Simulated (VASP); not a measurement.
# C (Fd-3m) in VASP: notebook

Aim: see how the results for C move with the level of theory and the settings. Levels: PBE, LDA, PBEsol+D4. Tasks: single point.

Program: VASP 6.6.1. These are calculated values, not measurements. Logs are shortened: lines on timing, memory, paths and dates and some standing lists are left out, and cuts for length are marked.

### Step 1. The cell of the first run

The structure is cubic, space group Fd-3m (No. 227). The conventional cell has a = 3.567 Å, b = 3.567 Å, c = 3.567 Å, α = 90.00°, β = 90.00°, γ = 90.00°. C (site symmetry -43m) has 4 C at 1.54 Å within 2.1 Å.

### Step 2. Single point, PBE

File INCAR:

```
SYSTEM = C
ALGO = Normal
EDIFF = 1E-6
ENCUT = 600
GGA = PE
GGA_COMPAT = .False.
ISIF = 2
ISMEAR = -1
LASPH = .True.
LCHARG = .False.
LREAL = .False.
LWAVE = .False.
NBANDS = 11
NELM = 120
PREC = Accurate
SIGMA = 0.03
```

File KPOINTS:

```
k-points
0
Gamma
  5 5 5
  0 0 0
```

File POSCAR:

```
C
1.0
    0.0000000000      1.7833700000      1.7833700000
    1.7833700000      0.0000000000      1.7833700000
    1.7833700000      1.7833700000      0.0000000000
C
2
Direct
    0.7500000000      0.7500000000      0.7500000000
    0.5000000000      0.5000000000      0.5000000000
```

Potentials or basis: VASP PAW PBE potentials, release 64 (C).

Started as:

```bash
$ cat potpaw_PBE.64/C/POTCAR > POTCAR
$ mpirun -np 1 vasp_std > vasp.out
```

OUTCAR:

```text
SYSTEM = C
   EDIFF = 1E-6
   ENCUT = 600
   GGA = PE
   ISIF = 2
   ISMEAR = -1
   LASPH = .True.
   LREAL = .False.
   NELM = 120
   PREC = Accurate

 ion  position               nearest neighbor table
   1  0.750  0.750  0.750-   2 1.54   2 1.54   2 1.54   2 1.54
   2  0.500  0.500  0.500-   1 1.54   1 1.54   1 1.54   1 1.54

  LATTYP: Found a face centered cubic cell.
 ALAT       =     3.5667400000

  Lattice vectors:

 A1 = (   0.0000000000,   1.7833700000,   1.7833700000)
 A2 = (   1.7833700000,   0.0000000000,   1.7833700000)
 A3 = (   1.7833700000,   1.7833700000,   0.0000000000)

Analysis of symmetry for initial positions (statically):
=====================================================================
 Subroutine PRICEL returns:
 Original cell was already a primitive cell.

 Routine SETGRP: Setting up the symmetry group for a
 face centered cubic supercell.

 Subroutine GETGRP returns: Found 48 space group operations
 (whereof 24 operations were pure point group operations)
 out of a pool of 48 trial point group operations.

The static configuration has the point symmetry T_d .
 The point group associated with its full space group is O_h .

Analysis of symmetry for dynamics (positions and initial velocities):
=====================================================================
 Subroutine PRICEL returns:
 Original cell was already a primitive cell.

 Routine SETGRP: Setting up the symmetry group for a
 face centered cubic supercell.

 Subroutine GETGRP returns: Found 48 space group operations
 (whereof 24 operations were pure point group operations)
 out of a pool of 48 trial point group operations.

The dynamic configuration has the point symmetry T_d .
 The point group associated with its full space group is O_h .

 Subroutine INISYM returns: Found 48 space group operations
 (whereof 24 operations are pure point group operations),
 and found     1 'primitive' translations

----------------------------------------------------------------------------------------

                                     Primitive cell

  volume of cell :      11.3437

  direct lattice vectors                    reciprocal lattice vectors
     0.000000000  1.783370000  1.783370000    -0.280368067  0.280368067  0.280368067
     1.783370000  0.000000000  1.783370000     0.280368067 -0.280368067  0.280368067
     1.783370000  1.783370000  0.000000000     0.280368067  0.280368067 -0.280368067

  length of vectors
     2.522066041  2.522066041  2.522066041     0.485611737  0.485611737  0.485611737

[... 73 lines left out ...]
   POTIM  = 0.5000    time-step for ionic-motion
   TEBEG  =    0.0;   TEEND  =   0.0 temperature during run
   PSTRESS=    0.0 pullay stress
   NELECT =       8.0000    total number of electrons
   NUPDOWN=      -1.0000    fix difference up-down
   EMIN   =  10.00;   EMAX   =-10.00  energy-range for DOS
   EFERMI =   0.00;   METHOD = LEGACY
   ISMEAR =    -1;   SIGMA  =   0.03  broadening in eV -4-tet -1-fermi 0-gaus
   EFERMI_NEDOS =   21; number of points for ismear=-14 and -15
   IALGO  =     38    algorithm
   IMIX   =      4    mixing-type and parameters
     AMIX     =   0.40;   BMIX     =  1.00
     AMIX_MAG =   1.60;   BMIX_MAG =  1.00
  volume/ion in A,a.u.               =       5.67        38.28
  Fermi-wavevector in a.u.,A,eV,Ry     =   1.457203  2.753714 28.891161  2.123440
  Thomas-Fermi vector in A             =   2.574032
   LORBIT       =      0    0 simple, 1 ext, 2 COOP (PROOUT), +10 PAW based schemes
   GGA     = PE    functional components
   LHFCALC =     F    Hartree Fock is set to
   AEXX    =    0.0000 exact exchange contribution
   IVDW    =     0    specifies the selected vdW correction
   LEPSILON=     F    determine dielectric tensor
   LRPA    =     F    only Hartree local field effects (RPA)
 non-spin polarized calculation
  energy-cutoff  :      600.00
  volume of cell :       11.34
 maximum number of plane-waves:       384
   NGX =  9   NGY =  9   NGZ =  9

 number of electron       7.9999999 magnetization

 Free energy of the ion-electron system (eV)
  ---------------------------------------------------
  ext. energy  EPLUGINS =         0.00000000
  ---------------------------------------------------
  free energy    TOTEN  =       -18.15612520 eV

  energy without entropy =      -18.15612520  energy(sigma->0) =      -18.15612520

 E-fermi :  10.3585     XC(G=0): -13.2463

 val. band max:        9.7390979115   @ k =   0.0000   0.0000   0.0000
 cond. band min:      13.9044377228   @ k =   0.4000   0.4000   0.0000
 fundamental gap:      4.1653398113
 Fermi energy:        10.3585444662

 k-point     1 :       0.0000    0.0000    0.0000
  band No.  band energies     occupation
      1     -11.7415      2.00000
      2       9.7391      2.00000
      3       9.7391      2.00000
      4       9.7391      2.00000
      5      15.3266      0.00000
      6      15.3266      0.00000
      7      15.3266      0.00000
      8      23.0704      0.00000
      9      29.0305      0.00000
     10      36.2675      0.00000
     11      36.2675      0.00000
[... 113 lines left out ...]
 k-point    10 :      -0.4000    0.4000    0.2000
  band No.  band energies     occupation
      1      -4.8110      2.00000
      2      -0.4281      2.00000
      3       1.4172      2.00000
      4       3.3563      2.00000
      5      18.6908      0.00000
      6      19.5958      0.00000
      7      21.4871      0.00000
      8      24.8284      0.00000
      9      29.2745      0.00000
     10      32.3740      0.00000
     11      37.8628      0.00000

------------------------ aborting loop because EDIFF is reached ----------------------------------------

  FORCE on cell =-STRESS in cart. coord.  units (eV):
  Direction    XX          YY          ZZ          XY          YZ          ZX
  --------------------------------------------------------------------------------------
  -------------------------------------------------------------------------------------
  Total        0.1450242      0.1450242      0.1450242      0.0000000      0.0000000      0.0000000
  in kB       20.4831462     20.4831462     20.4831462      0.0000000      0.0000000      0.0000000
  external PRESSURE =      20.4831462 kB  Pullay stress =       0.0000000 kB

 VOLUME and BASIS-vectors are now :
 -----------------------------------------------------------------------------
  energy-cutoff  :      600.00
  volume of cell :       11.34
      direct lattice vectors                 reciprocal lattice vectors
     0.000000000  1.783370000  1.783370000    -0.280368067  0.280368067  0.280368067
     1.783370000  0.000000000  1.783370000     0.280368067 -0.280368067  0.280368067
     1.783370000  1.783370000  0.000000000     0.280368067  0.280368067 -0.280368067

 POSITION                                       TOTAL-FORCE (eV/Angst)
 -----------------------------------------------------------------------------------
      2.67505      2.67505      2.67505         0.000000      0.000000      0.000000
      1.78337      1.78337      1.78337        -0.000000     -0.000000     -0.000000
 -----------------------------------------------------------------------------------
    total drift:                                0.000000     -0.000000      0.000000

  FREE ENERGIE OF THE ION-ELECTRON SYSTEM (eV)
  ---------------------------------------------------
  free  energy   TOTEN  =       -18.1561252020 eV

  energy  without entropy=      -18.1561252019  energy(sigma->0) =      -18.15612520
```

OSZICAR:

```text
N       E                     dE             d eps       ncg     rms          rms(c)
DAV:   1     0.253743669774E+01    0.25374E+01   -0.49136E+03   228   0.776E+02
DAV:   2    -0.184284605504E+02   -0.20966E+02   -0.20438E+02   294   0.141E+02
DAV:   3    -0.188010124132E+02   -0.37255E+00   -0.37194E+00   244   0.139E+01
DAV:   4    -0.188015696025E+02   -0.55719E-03   -0.55717E-03   244   0.673E-01
DAV:   5    -0.188015702964E+02   -0.69389E-06   -0.69393E-06   252   0.228E-02    0.555E+00
DAV:   6    -0.183175522689E+02    0.48402E+00   -0.24905E-01   223   0.354E+00    0.331E+00
DAV:   7    -0.181541517275E+02    0.16340E+00   -0.30780E-01   246   0.398E+00    0.751E-01
DAV:   8    -0.181560701770E+02   -0.19184E-02   -0.90408E-03   232   0.702E-01    0.457E-02
DAV:   9    -0.181561054054E+02   -0.35228E-04   -0.74650E-05   258   0.687E-02    0.237E-02
DAV:  10    -0.181561251225E+02   -0.19717E-04   -0.15953E-05   240   0.351E-02    0.510E-03
DAV:  11    -0.181561252020E+02   -0.79489E-07   -0.24316E-07   189   0.447E-03
   1 F= -.18156125E+02 E0= -.18156125E+02  d E =-.336023E-10
```

stdout:

```text
POSCAR found type information on POSCAR C
 POSCAR found :  1 types and       2 ions
 scaLAPACK will be used
 LDA part: xc-table for (Slater+PW92), standard interpolation
 POSCAR, INCAR and KPOINTS ok, starting setup
 FFT: planning ... GRIDC
 FFT: planning ... GRID_SOFT
 FFT: planning ... GRID
 WAVECAR not read
 entering main loop
```

Wall time 7.4 s (1 thread of AMD EPYC 7R13 (Zen 3), shared host); peak memory 0.08 GiB.

What came out:

| Item | Value |
| --- | --- |
| Free energy | -18.1561 eV |
| Pressure | 2.0 GPa |
| Band gap on the k mesh | 4.17 eV, indirect (least direct gap 5.59 eV) |

Levels at points of the mesh, in eV from the valence-band top:
| k point | band 1 | band 2 | band 3 | band 4 | band 5 | band 6 | band 7 | band 8 | band 9 |
| --- | --- | --- | --- | --- | --- | --- | --- | --- | --- |
| (0.00, 0.00, 0.00) | -21.48 | 0.00 | 0.00 | 0.00 | 5.59 | 5.59 | 5.59 | 13.33 | 19.29 |

Caveat: the k points lie up to 0.61 Å⁻¹ apart.

### Step 3. Single point, LDA

This run uses another cell than the first one, of 5.44 Å³/atom, 0.960 times its volume.

File INCAR:

```
  ALGO = Normal
  EDIFF = 1E-6
  ENCUT = 910
  GGA = CA
  GGA_COMPAT = F
  ISIF = 2
  ISMEAR = -1
  LASPH = T
  LCHARG = T
  LELF = T
  LREAL = F
  LVHAR = T
  LWAVE = F
  NBANDS = 11
  NELM = 120
  PREC = Accurate
  SIGMA = 0.05
```

File KPOINTS:

```
k-points
0
Gamma
  13 13 13
```

File POSCAR:

```
C
1.0
    0.0000000000      1.7592674508      1.7592674508
    1.7592674508      0.0000000000      1.7592674508
    1.7592674508      1.7592674508      0.0000000000
C
2
Direct
    0.7500000000      0.7500000000      0.7500000000
    0.5000000000      0.5000000000      0.5000000000
```

Potentials or basis: VASP PAW LDA potentials, release 64 (C_h).

Started as:

```bash
$ cat potpaw_LDA.64/C_h/POTCAR > POTCAR
$ mpirun -np 1 vasp_std > vasp.out
```

It took 18 s on 1 thread of Intel Xeon Platinum 8375C at 2.90GHz (Ice Lake), shared host; peak memory 0.13 GiB.

It converged, with:

* Free energy: -20.2638 eV
* Pressure: 6.0 GPa
* Band gap on the k mesh: 4.21 eV, indirect (least direct gap 5.66 eV)

Levels at points of the mesh, in eV from the valence-band top:
| k point | band 1 | band 2 | band 3 | band 4 | band 5 | band 6 | band 7 | band 8 |
| --- | --- | --- | --- | --- | --- | --- | --- | --- |
| (0.00, 0.00, 0.00) | -21.87 | 0.00 | 0.00 | 0.00 | 5.66 | 5.66 | 5.66 | 14.49 |

Caveat: the cutoff is under 1.25 times the usual one of these potentials, so pressure, stress and relaxed cells hold a basis-set (Pulay) error.

### Step 4. Single point, PBEsol+D4

This run uses another cell than the first one, of 5.79 Å³/atom, 1.020 times its volume.

File INCAR:

```
SYSTEM = C
PREC = Accurate ; ENCUT = 910
EDIFF = 1E-6 ; ISMEAR = -1
SIGMA = 0.05 ; LREAL = .False.
LASPH = .True. ; NELM = 120
ALGO = Normal ; ISIF = 2
LWAVE = .False. ; LCHARG = .False.
GGA = PS ; IVDW = 13
NBANDS = 11 ; GGA_COMPAT = .False.
```

File KPOINTS:

```
Automatic mesh
0
Gamma
  13 13 13
  0 0 0
```

File POSCAR:

```
C
1.0
    0.0000000000      1.7951807415      1.7951807415
    1.7951807415      0.0000000000      1.7951807415
    1.7951807415      1.7951807415      0.0000000000
C
2
Direct
    0.7500000000      0.7500000000      0.7500000000
    0.5000000000      0.5000000000      0.5000000000
```

Potentials or basis: VASP PAW PBE potentials, release 64 (C_h).

Started as:

```bash
$ cat potpaw_PBE.64/C_h/POTCAR > POTCAR
$ mpirun -np 1 vasp_std > vasp.out
```

It took 28 s on 1 thread of AMD EPYC 7R13 (Zen 3), shared host; peak memory 0.12 GiB.

It converged, with:

| Property | Result |
| --- | --- |
| Free energy | -19.4963 eV |
| Pressure | -16.0 GPa |
| Band gap on the k mesh | 3.97 eV, indirect (least direct gap 5.49 eV) |
| Dispersion energy per atom | -0.117 eV |

Levels at points of the mesh, in eV from the valence-band top:
```
           k point  band 1  band 2  band 3  band 4  band 5  band 6  band 7  band 8  band 9
(0.00, 0.00, 0.00)  -21.25    0.00    0.00    0.00    5.49    5.49    5.49   12.93   18.71
```

Caveat: the cutoff is under 1.25 times the usual one of these potentials, so pressure, stress and relaxed cells hold a basis-set (Pulay) error; the PAW data sets were made with another functional, which shifts forces and pressure a little. A k mesh can miss the band edges.

### Step 5. Single point, PBE

File INCAR:

```
SYSTEM = C
  PREC = Accurate
  ENCUT = 520
  EDIFF = 1E-6
  ISMEAR = 0
  SIGMA = 0.017
  LREAL = .False.
  LASPH = .True.
  NELM = 100
  ALGO = Normal
  ISIF = 2
  LWAVE = .False.
  LCHARG = .True.
  GGA = PE
  LELF = .True.
  LVHAR = .True.
  NBANDS = 11
```

KPOINTS is that of step 4.

File POSCAR:

```
C
1.0
    0.0000000000      1.7833700000      1.7833700000
    1.7833700000      0.0000000000      1.7833700000
    1.7833700000      1.7833700000      0.0000000000
C
2
Direct
    0.7500000000      0.7500000000      0.7500000000
    0.5000000000      0.5000000000      0.5000000000
```

Potentials or basis: VASP PAW PBE potentials, release 64 (C).

Started as:

```bash
$ cat potpaw_PBE.64/C/POTCAR > POTCAR
$ mpirun -np 1 vasp_std > vasp.out
```

Wall time 11 s (1 thread of Intel Xeon 8259CL, shared host); peak memory 0.12 GiB.

Results (log left out):

- Free energy: -18.1853 eV
- Pressure: 2.5 GPa
- Band gap on the k mesh: 4.14 eV, indirect (least direct gap 5.59 eV)

Levels at points of the mesh, in eV from the valence-band top:
| k point | band 1 | band 2 | band 3 | band 4 | band 5 | band 6 | band 7 | band 8 |
| --- | --- | --- | --- | --- | --- | --- | --- | --- |
| (0.00, 0.00, 0.00) | -21.48 | 0.00 | 0.00 | 0.00 | 5.59 | 5.59 | 5.59 | 13.33 |

A k mesh can miss the band edges.

### Step 6. The runs side by side

| level | potentials or basis | cell | k mesh | cutoff (eV) | smearing | second run | gap on the mesh (eV) | pressure (GPa) |
| --- | --- | --- | --- | --- | --- | --- | --- | --- |
| PBE | VASP PAW PBE potentials, release 64 (C) | a = 2.522 Å, angles 60.0°, 2 atoms | 5 × 5 × 5 | 600 | fermi-dirac 0.03 eV | - | 4.17 | 2.0 |
| LDA | VASP PAW LDA potentials, release 64 (C_h) | a = 2.488 Å, angles 60.0°, 2 atoms | 13 × 13 × 13 | 910 | fermi-dirac 0.05 eV | hard_potentials | 4.21 | 6.0 |
| PBEsol+D4 | VASP PAW PBE potentials, release 64 (C_h) | a = 2.539 Å, angles 60.0°, 2 atoms | 13 × 13 × 13 | 910 | fermi-dirac 0.05 eV | hard_potentials | 3.97 | -16.0 |
| PBE | VASP PAW PBE potentials, release 64 (C) | a = 2.522 Å, angles 60.0°, 2 atoms | 13 × 13 × 13 | 520 | gaussian 0.017 eV | - | 4.14 | 2.5 |

Alike in all rows: task single point; no spin polarisation.

Caveats: some runs use coarse meshes; the cutoff is under 1.25 times the usual one of these potentials, so pressure, stress and relaxed cells hold a basis-set (Pulay) error (some runs); the PAW data sets were made with another functional, which shifts forces and pressure a little (some runs).

Absolute energies hang on the potentials; compare differences alone.
